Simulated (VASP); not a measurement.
# SiC4 (I4/m) in VASP: a series of runs

Runs on SiC4. Level: PBE. Tasks: single point, relaxation of cell and atoms.

Program: VASP 6.6.1. These are calculated values, not measurements. Logs are shortened: lines on timing, memory, paths and dates and some standing lists are left out, and cuts for length are marked.

### Step 1. The cell of the first run

It takes space group I4/m (No. 87, tetragonal). The conventional cell has a = 5.829 Å, b = 5.829 Å, c = 3.572 Å, α = 90.00°, β = 90.00°, γ = 90.00°. Within 3.4 Å of Si (site symmetry 4/m) lie 12 C at 2.55 to 2.61 Å. C (site symmetry m) has 9 C at 2.54 to 2.66 Å and 3 Si at 2.55 to 2.61 Å within 3.4 Å.

### Step 2. Single point, PBE

Input file INCAR:

```
SYSTEM = SiC4
PREC     = Accurate       ! precision mode
ENCUT    = 520            ! plane-wave cutoff, eV
EDIFF    = 1E-6           ! SCF threshold, eV
ISMEAR   = 0              ! smearing method
SIGMA    = 0.1            ! smearing width, eV
LREAL    = .False.        ! projectors in reciprocal space
LASPH    = .True.         ! aspherical terms in the spheres
NELM     = 60             ! most SCF steps
ALGO     = Normal         ! electronic algorithm
ISIF     = 2              ! what is computed and relaxed
LWAVE    = .False.        ! write WAVECAR
LCHARG   = .False.        ! write CHGCAR
GGA      = PE             ! functional
NBANDS   = 18             ! bands
```

Input file KPOINTS:

```
regular mesh
0
Gamma
  6 6 6
  0 0 0
```

Input file POSCAR:

```
SiC4
1.0
   -2.9143305900      2.9143305900      1.7859883900
    2.9143305900     -2.9143305900      1.7859883900
    2.9143305900      2.9143305900     -1.7859883900
Si C
1 4
Direct
    0.0000000000      0.0000000000      0.0000000000
    0.6015449600      0.7953882700      0.3969332300
    0.7953882700      0.3984550400      0.1938433100
    0.2046117300      0.6015449600      0.8061566900
    0.3984550400      0.2046117300      0.6030667700
```

Potentials or basis: VASP PAW PBE potentials, release 64 (Si, C).

Launch:

```
$ cat potpaw_PBE.64/Si/POTCAR potpaw_PBE.64/C/POTCAR > POTCAR
$ mpirun -np 1 vasp_std > vasp.out
```

OUTCAR:

```text
SYSTEM = SiC4
   PREC = Accurate
   ENCUT = 520
   EDIFF = 1E-6
   ISMEAR = 0
   LREAL = .False.
   LASPH = .True.
   NELM = 60
   ISIF = 2
   GGA = PE

 ion  position               nearest neighbor table
   1  0.000  0.000  0.000-   4 2.55   3 2.55   3 2.55   4 2.55   2 2.55   5 2.55   5 2.55   2 2.55

   2  0.602  0.795  0.397-   1 2.55   1 2.55
   3  0.795  0.398  0.194-   1 2.55   1 2.55
   4  0.205  0.602  0.806-   1 2.55   1 2.55
   5  0.398  0.205  0.603-   1 2.55   1 2.55

  LATTYP: Found a body centered tetragonal cell.
 ALAT       =     5.8286611800
 C/A-ratio  =     0.6128297168

  Lattice vectors:

 A1 = (  -2.9143305900,   2.9143305900,   1.7859883900)
 A2 = (   2.9143305900,  -2.9143305900,   1.7859883900)
 A3 = (   2.9143305900,   2.9143305900,  -1.7859883900)

Analysis of symmetry for initial positions (statically):
=====================================================================
 Subroutine PRICEL returns:
 Original cell was already a primitive cell.

 Routine SETGRP: Setting up the symmetry group for a
 body centered tetragonal supercell.

 Subroutine GETGRP returns: Found  8 space group operations
 (whereof  8 operations were pure point group operations)
 out of a pool of 16 trial point group operations.

The static configuration has the point symmetry C_4h.

Analysis of symmetry for dynamics (positions and initial velocities):
=====================================================================
 Subroutine PRICEL returns:
 Original cell was already a primitive cell.

 Routine SETGRP: Setting up the symmetry group for a
 body centered tetragonal supercell.

 Subroutine GETGRP returns: Found  8 space group operations
 (whereof  8 operations were pure point group operations)
 out of a pool of 16 trial point group operations.

The dynamic configuration has the point symmetry C_4h.

 Subroutine INISYM returns: Found  8 space group operations
 (whereof  8 operations are pure point group operations),
 and found     1 'primitive' translations

----------------------------------------------------------------------------------------

                                     Primitive cell

  volume of cell :      60.6759

  direct lattice vectors                    reciprocal lattice vectors
    -2.914330590  2.914330590  1.785988390     0.000000000  0.171565986  0.279957027
     2.914330590 -2.914330590  1.785988390     0.171565986  0.000000000  0.279957027
     2.914330590  2.914330590 -1.785988390     0.171565986  0.171565986  0.000000000

[... 88 lines left out ...]
   NELM   =     60;   NELMIN=  2; NELMDL= -5     # of ELM steps
   EDIFF  = 0.1E-05   stopping-criterion for ELM
   LREAL  =      F    real-space projection
   EDIFFG = 0.1E-04   stopping-criterion for IOM
   NSW    =      0    number of steps for IOM
   IBRION =     -1    ionic relax: 0-MD 1-quasi-New 2-CG
   NFREE  =      0    steps in history (QN), initial steepest desc. (CG)
   ISIF   =      2    stress and relaxation
   ISYM   =      2    0-nonsym 1-usesym 2-fastsym
   POTIM  = 0.5000    time-step for ionic-motion
   TEBEG  =    0.0;   TEEND  =   0.0 temperature during run
   PSTRESS=    0.0 pullay stress
   NELECT =      20.0000    total number of electrons
   NUPDOWN=      -1.0000    fix difference up-down
   EMIN   =  10.00;   EMAX   =-10.00  energy-range for DOS
   EFERMI =   0.00;   METHOD = LEGACY
   ISMEAR =     0;   SIGMA  =   0.10  broadening in eV -4-tet -1-fermi 0-gaus
   EFERMI_NEDOS =   21; number of points for ismear=-14 and -15
   IALGO  =     38    algorithm
   IMIX   =      4    mixing-type and parameters
     AMIX     =   0.40;   BMIX     =  1.00
     AMIX_MAG =   1.60;   BMIX_MAG =  1.00
  volume/ion in A,a.u.               =      12.14        81.89
  Fermi-wavevector in a.u.,A,eV,Ry     =   1.130870  2.137035 17.400046  1.278867
  Thomas-Fermi vector in A             =   2.267568
   LORBIT       =      0    0 simple, 1 ext, 2 COOP (PROOUT), +10 PAW based schemes
   GGA     = PE    functional components
   LHFCALC =     F    Hartree Fock is set to
   AEXX    =    0.0000 exact exchange contribution
   IVDW    =     0    specifies the selected vdW correction
   LEPSILON=     F    determine dielectric tensor
   LRPA    =     F    only Hartree local field effects (RPA)
 non-spin polarized calculation
 Gauss-broadening in eV      SIGMA  =   0.10
  energy-cutoff  :      520.00
  volume of cell :       60.68
 maximum number of plane-waves:      1671
 NGX is ok and might be reduce to    36
   NGX = 17   NGY = 17   NGZ = 17

 number of electron      19.9999999 magnetization

 Free energy of the ion-electron system (eV)
  ---------------------------------------------------
  ext. energy  EPLUGINS =         0.00000000
  ---------------------------------------------------
  free energy    TOTEN  =       -22.68927529 eV

  energy without entropy =      -22.67636087  energy(sigma->0) =      -22.68281808

 E-fermi :   4.3828     XC(G=0): -10.6989

 val. band max:        4.3670194060   @ k =  -0.3333   0.5000   0.1667
 cond. band min:       4.3893213754   @ k =  -0.1667   0.1667   0.0000
 fundamental gap:      0.0223019694
 Fermi energy:         4.3827539661

 k-point     1 :       0.0000    0.0000    0.0000
  band No.  band energies     occupation
      1      -9.6109      2.00000
      2      -3.5439      2.00000
      3      -3.3948      2.00000
      4      -3.3948      2.00000
      5      -0.7735      2.00000
      6       2.2739      2.00000
[... 481 lines left out ...]
      5      -1.3558      2.00000
      6       1.3278      2.00000
[... 10 lines left out ...]
     17       7.5210      0.00000
     18      10.0363      0.00000

 [... further k-points ...]
[... 5 lines left out ...]
  --------------------------------------------------------------------------------------
  -------------------------------------------------------------------------------------
  Total      -10.0772275    -10.0772275    -10.4438465      0.0000001      0.0000000      0.0000000
  in kB     -266.0941912   -266.0941912   -275.7749476      0.0000016      0.0000000      0.0000000
  external PRESSURE =    -269.3211100 kB  Pullay stress =       0.0000000 kB

 VOLUME and BASIS-vectors are now :
 -----------------------------------------------------------------------------
  energy-cutoff  :      520.00
  volume of cell :       60.68
      direct lattice vectors                 reciprocal lattice vectors
    -2.914330590  2.914330590  1.785988390     0.000000000  0.171565986  0.279957027
     2.914330590 -2.914330590  1.785988390     0.171565986  0.000000000  0.279957027
     2.914330590  2.914330590 -1.785988390     0.171565986  0.171565986  0.000000000

 POSITION                                       TOTAL-FORCE (eV/Angst)
 -----------------------------------------------------------------------------------
      0.00000      0.00000      0.00000         0.000000      0.000000      0.000000
      1.72172      0.59187      1.78599        -0.547114      0.221245      0.000000
     -0.59187      1.72172      1.78599        -0.221245     -0.547114      0.000000
      3.50620      1.19261      0.00000         0.221245      0.547114     -0.000000
      1.19261      2.32246      0.00000         0.547114     -0.221245     -0.000000
 -----------------------------------------------------------------------------------
    total drift:                               -0.000000     -0.000000      0.000000

  FREE ENERGIE OF THE ION-ELECTRON SYSTEM (eV)
  ---------------------------------------------------
  free  energy   TOTEN  =       -22.6892752922 eV

  energy  without entropy=      -22.6763608701  energy(sigma->0) =      -22.68281808
```

stdout:

```text
POSCAR found type information on POSCAR SiC
 POSCAR found :  2 types and       5 ions
 scaLAPACK will be used
 LDA part: xc-table for (Slater+PW92), standard interpolation
 POSCAR, INCAR and KPOINTS ok, starting setup
 FFT: planning ... GRIDC
 FFT: planning ... GRID_SOFT
 FFT: planning ... GRID
 WAVECAR not read
 entering main loop
```

Wall time 19 s (1 thread of Intel Xeon Platinum 8559C (Emerald Rapids), shared host); peak memory 0.2 GiB.

What came out:

| Item | Value |
| --- | --- |
| Free energy | -22.6893 eV |
| Pressure | -26.9 GPa |
| Largest force | 0.590 eV/Å |
| Band gap on the k mesh | zero (band 10 reaches 5.75 eV, above the bottom of band 11 at 3.58 eV) |

Forces in eV/Å, atoms in the order of the input:
```
Si   0.000  0.000  0.000
C   -0.547  0.221  0.000
C   -0.221 -0.547  0.000
C    0.221  0.547  0.000
C    0.547 -0.221  0.000
```

Stress tensor (GPa, compression positive):
```
-26.61   0.00   0.00
  0.00 -26.61   0.00
  0.00   0.00 -27.58
```

Levels at points of the mesh, in eV from the Fermi level:
| k point | band 8 | band 9 | band 10 | band 11 | band 12 | band 13 |
| --- | --- | --- | --- | --- | --- | --- |
| (0.00, 0.00, 0.00) | -2.09 | -1.07 | -1.07 | -0.34 | -0.24 | 0.24 |
| (0.50, 0.00, 0.00) | -2.80 | -0.77 | -0.52 | 0.33 | 0.50 | 1.88 |
| (0.50, 0.50, 0.00) | -2.14 | -1.92 | -1.55 | 1.36 | 1.43 | 1.68 |
| (0.50, 0.50, 0.50) | 0.14 | 0.14 | 1.37 | 1.44 | 1.44 | 1.50 |

### Step 3. Relaxation of cell and atoms, PBE

Input file INCAR:

```
SYSTEM = SiC4
PREC     = Accurate       ! precision mode
ENCUT    = 600            ! plane-wave cutoff, eV
EDIFF    = 1E-6           ! SCF threshold, eV
ISMEAR   = 0              ! smearing method
SIGMA    = 0.1            ! smearing width, eV
LREAL    = .False.        ! projectors in reciprocal space
LASPH    = .True.         ! aspherical terms in the spheres
NELM     = 100            ! most SCF steps
ALGO     = Normal         ! electronic algorithm
ISIF     = 3              ! what is computed and relaxed
LWAVE    = .False.        ! write WAVECAR
LCHARG   = .False.        ! write CHGCAR
GGA      = PE             ! functional
IBRION   = 2              ! ionic algorithm
NSW      = 90             ! ionic steps
EDIFFG   = -0.04          ! ionic threshold
```

Input file KPOINTS:

```
Automatic mesh
0
Gamma
  6 6 6
  0 0 0
```

POSCAR is that of step 2.

Potentials or basis: VASP PAW PBE potentials, release 64 (Si, C).

Launch:

```
$ cat potpaw_PBE.64/Si/POTCAR potpaw_PBE.64/C/POTCAR > POTCAR
$ mpirun -np 1 vasp_std > vasp.out
```

Run time: 11 min. Hardware: 1 thread of Intel Xeon Platinum 8559C (Emerald Rapids), shared host; peak memory 0.22 GiB.

Results (log left out):

* Free energy: -39.0637 eV
* Relaxed volume: 10.83 Å³/atom
* Relaxed cell: a = 4.833 Å, b = 4.833 Å, c = 4.833 Å, α = 93.78°, β = 93.78°, γ = 150.25°
* Space group after relaxing (to 0.05 Å): I4/mmm (No. 139)
* Energy gained by relaxing: 3274.9 meV/atom
* Ionic steps: 57
* Pressure after relaxing: -0.2 GPa
* Largest force after relaxing: 0.015 eV/Å
* Band gap on the k mesh: zero (band 10 reaches 7.45 eV, above the bottom of band 11 at 3.91 eV)

Forces on the atoms (eV/Å):
```
Si   0.000  0.000  0.000
C    0.012 -0.009  0.000
C    0.009  0.012  0.000
C   -0.009 -0.012  0.000
C   -0.012  0.009  0.000
```

Stress tensor (GPa, compression positive):
```
-0.28  0.00  0.00
 0.00 -0.28  0.00
 0.00  0.00  0.00
```

The path:
```csv
step,energy change (eV),largest force (eV/Å),pressure (GPa),volume (Å³)
1,0.0000,0.5900,-26.98,60.68
3,-2.5371,0.8144,-0.28,40.34
5,-2.7259,1.2381,2.71,39.72
7,-5.7525,2.7390,14.71,37.61
9,-8.1233,1.6577,30.03,35.79
11,-8.1475,1.6804,31.59,35.67
13,-8.2378,1.8430,32.81,35.64
15,-8.3353,2.0134,32.54,35.68
17,-8.8907,1.6019,29.03,36.50
19,-10.6539,0.4486,26.82,39.78
21,-10.8575,2.2248,54.05,52.92
23,-12.2652,1.2545,38.57,50.56
25,-13.0500,1.0847,5.64,59.55
27,-13.2097,0.9641,3.56,58.87
29,-13.2518,0.8787,1.34,58.28
31,-13.3907,0.6879,5.86,58.45
33,-13.9753,1.6976,10.32,59.19
35,-14.1905,1.9278,6.65,59.37
37,-14.3025,2.0395,2.49,59.53
39,-14.3464,2.2041,-1.62,59.66
41,-14.4308,2.4440,-4.68,59.62
43,-15.0092,2.4940,-7.42,58.48
45,-15.0373,4.5161,-11.16,53.89
47,-16.0692,1.3735,-8.25,54.91
49,-16.2492,1.4351,0.10,52.69
51,-16.3408,0.4061,4.36,52.72
53,-16.3712,0.1276,-0.77,54.17
55,-16.3742,0.0543,-0.10,54.16
57,-16.3744,0.0151,-0.19,54.14
```

Final structure:
```
CELL_PARAMETERS angstrom
-3.30294 3.30294 1.24072
3.30294 -3.30294 1.24072
3.30294 3.30294 -1.24072
ATOMIC_POSITIONS crystal
Si 0.00000 0.00000 0.00000
C 0.78405 0.78388 0.56793
C 0.78388 0.21595 0.99982
C 0.21612 0.78405 0.00018
C 0.21595 0.21612 0.43207
```

Levels at points of the mesh, in eV from the Fermi level:
| k point | band 7 | band 8 | band 9 | band 10 | band 11 | band 12 | band 13 | band 14 |
| --- | --- | --- | --- | --- | --- | --- | --- | --- |
| (0.00, 0.00, 0.00) | -5.04 | -4.31 | -4.31 | 2.79 | 2.83 | 4.03 | 6.17 | 8.32 |
| (0.50, 0.00, 0.00) | -4.13 | -1.80 | -1.70 | -1.05 | 0.21 | 0.78 | 1.17 | 5.42 |
| (0.50, 0.50, 0.00) | -5.05 | -5.05 | -2.28 | -1.29 | 4.25 | 5.62 | 5.81 | 7.10 |
| (0.50, 0.50, 0.50) | -4.94 | -3.50 | -2.21 | -2.21 | 0.66 | 6.74 | 6.74 | 8.17 |
